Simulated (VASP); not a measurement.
# RbBr (Fm-3m) in VASP: a series of runs

RbBr is run at these levels: PBEsol; tasks: single point.

Program: VASP 6.6.1. These are calculated values, not measurements. Logs are shortened: lines on timing, memory, paths and dates and some standing lists are left out, and cuts for length are marked.

### Step 1. The cell of the first run

Symmetry: Fm-3m, No. 225, cubic system. Conventional cell: a = 6.715 Å, b = 6.715 Å, c = 6.715 Å, α = 90.00°, β = 90.00°, γ = 90.00°. Rb (site symmetry m-3m) has 6 Br at 3.36 Å within 4.4 Å. Br (site symmetry m-3m) has 6 Rb at 3.36 Å within 4.4 Å.

### Step 2. Single point, PBEsol (volume scaled by 0.94)

The input, INCAR:

```
ALGO     = Normal         # electronic algorithm
EDIFF    = 1E-6           # SCF threshold, eV
ENCUT    = 520            # plane-wave cutoff, eV
GGA      = PS             # functional
ISIF     = 2              # what is computed and relaxed
ISMEAR   = -1             # smearing method
LASPH    = T              # aspherical terms in the spheres
LCHARG   = T              # write CHGCAR
LELF     = T              # ELF
LREAL    = F              # projectors in reciprocal space
LVHAR    = T            
LWAVE    = F              # write WAVECAR
NBANDS   = 15             # bands
NELM     = 100            # most SCF steps
PREC     = Accurate       # precision mode
SIGMA    = 0.03           # smearing width, eV
```

The input, KPOINTS:

```
k-points
0
Gamma
  7 7 7
```

The input, POSCAR:

```
RbBr
1.0
    0.0000000000      3.3575313876      3.3575313876
    3.3575313876      0.0000000000      3.3575313876
    3.3575313876      3.3575313876      0.0000000000
Rb Br
1 1
Direct
    0.0000000000      0.0000000000      0.0000000000
    0.5000000000      0.5000000000      0.5000000000
```

Potentials or basis: VASP PAW PBE potentials, release 64 (Rb_sv, Br).

On the command line:

```bash
$ cat potpaw_PBE.64/Rb_sv/POTCAR potpaw_PBE.64/Br/POTCAR > POTCAR
$ mpirun -np 1 vasp_std > vasp.out
```

OUTCAR:

```text
EDIFF = 1E-6
   ENCUT = 520
   GGA = PS
   ISIF = 2
   ISMEAR = -1
   LASPH = T
   LREAL = F
   NELM = 100
   PREC = Accurate

 ion  position               nearest neighbor table
   1  0.000  0.000  0.000-   2 3.36   2 3.36   2 3.36   2 3.36   2 3.36   2 3.36
   2  0.500  0.500  0.500-   1 3.36   1 3.36   1 3.36   1 3.36   1 3.36   1 3.36

  LATTYP: Found a face centered cubic cell.
 ALAT       =     6.7150627752

  Lattice vectors:

 A1 = (   0.0000000000,   3.3575313876,   3.3575313876)
 A2 = (   3.3575313876,   0.0000000000,   3.3575313876)
 A3 = (   3.3575313876,   3.3575313876,   0.0000000000)

Analysis of symmetry for initial positions (statically):
=====================================================================
 Subroutine PRICEL returns:
 Original cell was already a primitive cell.

 Routine SETGRP: Setting up the symmetry group for a
 face centered cubic supercell.

 Subroutine GETGRP returns: Found 48 space group operations
 (whereof 48 operations were pure point group operations)
 out of a pool of 48 trial point group operations.

The static configuration has the point symmetry O_h .

Analysis of symmetry for dynamics (positions and initial velocities):
=====================================================================
 Subroutine PRICEL returns:
 Original cell was already a primitive cell.

 Routine SETGRP: Setting up the symmetry group for a
 face centered cubic supercell.

 Subroutine GETGRP returns: Found 48 space group operations
 (whereof 48 operations were pure point group operations)
 out of a pool of 48 trial point group operations.

The dynamic configuration has the point symmetry O_h .

 Subroutine INISYM returns: Found 48 space group operations
 (whereof 48 operations are pure point group operations),
 and found     1 'primitive' translations

----------------------------------------------------------------------------------------

                                     Primitive cell

  volume of cell :      75.6990

  direct lattice vectors                    reciprocal lattice vectors
     0.000000000  3.357531388  3.357531388    -0.148918935  0.148918935  0.148918935
     3.357531388  0.000000000  3.357531388     0.148918935 -0.148918935  0.148918935
[... 85 lines left out ...]
   NFREE  =      0    steps in history (QN), initial steepest desc. (CG)
   ISIF   =      2    stress and relaxation
   ISYM   =      2    0-nonsym 1-usesym 2-fastsym
   POTIM  = 0.5000    time-step for ionic-motion
   TEBEG  =    0.0;   TEEND  =   0.0 temperature during run
   PSTRESS=    0.0 pullay stress
   NELECT =      16.0000    total number of electrons
   NUPDOWN=      -1.0000    fix difference up-down
   EMIN   =  10.00;   EMAX   =-10.00  energy-range for DOS
   EFERMI =   0.00;   METHOD = LEGACY
   ISMEAR =    -1;   SIGMA  =   0.03  broadening in eV -4-tet -1-fermi 0-gaus
   EFERMI_NEDOS =   21; number of points for ismear=-14 and -15
   IALGO  =     38    algorithm
   IMIX   =      4    mixing-type and parameters
     AMIX     =   0.40;   BMIX     =  1.00
     AMIX_MAG =   1.60;   BMIX_MAG =  1.00
  volume/ion in A,a.u.               =      37.85       255.42
  Fermi-wavevector in a.u.,A,eV,Ry     =   0.975180  1.842823 12.938812  0.950976
  Thomas-Fermi vector in A             =   2.105699
   LORBIT       =      0    0 simple, 1 ext, 2 COOP (PROOUT), +10 PAW based schemes
   GGA     = PS    functional components
   LHFCALC =     F    Hartree Fock is set to
   AEXX    =    0.0000 exact exchange contribution
   IVDW    =     0    specifies the selected vdW correction
   LEPSILON=     F    determine dielectric tensor
   LRPA    =     F    only Hartree local field effects (RPA)
 non-spin polarized calculation
  energy-cutoff  :      520.00
  volume of cell :       75.70
 maximum number of plane-waves:      2085
   NGX = 17   NGY = 17   NGZ = 17

 number of electron      16.0000002 magnetization

 Free energy of the ion-electron system (eV)
  ---------------------------------------------------
  ext. energy  EPLUGINS =         0.00000000
  ---------------------------------------------------
  free energy    TOTEN  =        -6.34196712 eV

  energy without entropy =       -6.34196712  energy(sigma->0) =       -6.34196712

 E-fermi :  -0.9339     XC(G=0):  -7.6645

 val. band max:       -1.6040624720   @ k =   0.0000   0.0000   0.0000
 cond. band min:       2.7518475684   @ k =   0.0000   0.0000   0.0000
 fundamental gap:      4.3559100404
 Fermi energy:        -0.9338743286

 k-point     1 :       0.0000    0.0000    0.0000
  band No.  band energies     occupation
      1     -25.8375      2.00000
      2     -13.8642      2.00000
      3      -9.9313      2.00000
      4      -9.9313      2.00000
      5      -9.9313      2.00000
      6      -1.6041      2.00000
      7      -1.6041      2.00000
      8      -1.6041      2.00000
      9       2.7518      0.00000
     10       5.5941      0.00000
     11       5.5941      0.00000
     12       5.5941      0.00000
     13       6.5348      0.00000
     14       6.5348      0.00000
[... 329 lines left out ...]
      2     -13.8437      2.00000
      3     -10.1095      2.00000
      4     -10.0564      2.00000
      5      -9.9121      2.00000
      6      -2.2214      2.00000
      7      -2.0008      2.00000
      8      -1.9520      2.00000
      9       5.0982      0.00000
     10       5.8460      0.00000
     11       6.8930      0.00000
     12       7.2257      0.00000
     13       8.9609      0.00000
     14       9.1826      0.00000
     15      10.0758      0.00000

------------------------ aborting loop because EDIFF is reached ----------------------------------------

  FORCE on cell =-STRESS in cart. coord.  units (eV):
  Direction    XX          YY          ZZ          XY          YZ          ZX
  --------------------------------------------------------------------------------------
  -------------------------------------------------------------------------------------
  Total        0.4575521      0.4575521      0.4575521      0.0000000      0.0000000      0.0000000
  in kB        9.6841367      9.6841367      9.6841367      0.0000000      0.0000000      0.0000000
  external PRESSURE =       9.6841367 kB  Pullay stress =       0.0000000 kB

 VOLUME and BASIS-vectors are now :
 -----------------------------------------------------------------------------
  energy-cutoff  :      520.00
  volume of cell :       75.70
      direct lattice vectors                 reciprocal lattice vectors
     0.000000000  3.357531388  3.357531388    -0.148918935  0.148918935  0.148918935
     3.357531388  0.000000000  3.357531388     0.148918935 -0.148918935  0.148918935
     3.357531388  3.357531388  0.000000000     0.148918935  0.148918935 -0.148918935

 POSITION                                       TOTAL-FORCE (eV/Angst)
 -----------------------------------------------------------------------------------
      0.00000      0.00000      0.00000         0.000000      0.000000      0.000000
      3.35753      3.35753      3.35753         0.000000      0.000000     -0.000000
 -----------------------------------------------------------------------------------
    total drift:                                0.000000      0.000000      0.000000

  FREE ENERGIE OF THE ION-ELECTRON SYSTEM (eV)
  ---------------------------------------------------
  free  energy   TOTEN  =        -6.3419671230 eV

  energy  without entropy=       -6.3419671230  energy(sigma->0) =       -6.34196712
```

OSZICAR:

```text
N       E                     dE             d eps       ncg     rms          rms(c)
DAV:   1     0.823362466827E+02    0.82336E+02   -0.65746E+03   600   0.910E+02
DAV:   2    -0.572295889265E+00   -0.82909E+02   -0.74846E+02   820   0.164E+02
DAV:   3    -0.633800612808E+01   -0.57657E+01   -0.57307E+01   812   0.443E+01
DAV:   4    -0.653320688040E+01   -0.19520E+00   -0.19512E+00   841   0.724E+00
DAV:   5    -0.653527049864E+01   -0.20636E-02   -0.20636E-02   827   0.686E-01    0.316E+00
DAV:   6    -0.634802140050E+01    0.18725E+00   -0.22345E-01   747   0.228E+00    0.210E+00
DAV:   7    -0.633290192778E+01    0.15119E-01   -0.99634E-02   803   0.162E+00    0.100E+00
DAV:   8    -0.634135406582E+01   -0.84521E-02   -0.10507E-02   629   0.603E-01    0.930E-02
DAV:   9    -0.634163366744E+01   -0.27960E-03   -0.41674E-04   846   0.106E-01    0.573E-02
DAV:  10    -0.634195942715E+01   -0.32576E-03   -0.42627E-04   621   0.108E-01    0.194E-02
DAV:  11    -0.634196250825E+01   -0.30811E-05   -0.20980E-05   810   0.241E-02    0.710E-03
DAV:  12    -0.634196699532E+01   -0.44871E-05   -0.71759E-06   635   0.157E-02    0.109E-03
DAV:  13    -0.634196712303E+01   -0.12770E-06   -0.17302E-07   671   0.247E-03
   1 F= -.63419671E+01 E0= -.63419671E+01  d E =-.629352E-11
```

stdout:

```text
POSCAR found type information on POSCAR RbBr
 POSCAR found :  2 types and       2 ions
 scaLAPACK will be used
 -----------------------------------------------------------------------------
|                                                                             |
|                                                                             |
|     You enforced a specific xc type in the INCAR file but a different       |
|     I HOPE YOU KNOW WHAT YOU ARE DOING!                                     |
|                                                                             |
 -----------------------------------------------------------------------------

 LDA part: xc-table for (Slater+PW92), standard interpolation
 POSCAR, INCAR and KPOINTS ok, starting setup
 FFT: planning ... GRIDC
 FFT: planning ... GRID_SOFT
 FFT: planning ... GRID
 WAVECAR not read
 entering main loop
```

Run time: 37 s. Hardware: 1 thread of Intel Xeon Platinum 8259CL at 2.50GHz (Skylake/Cascade Lake), shared host; peak memory 0.21 GiB.

What came out:

| Quantity | Value |
| --- | --- |
| Free energy | -6.3420 eV |
| Pressure | 1.0 GPa |
| Band gap on the k mesh | 4.36 eV, direct |

Caveat: the PAW data sets were made with another functional, which shifts forces and pressure a little.

(Part 1 of 2 ends here.)
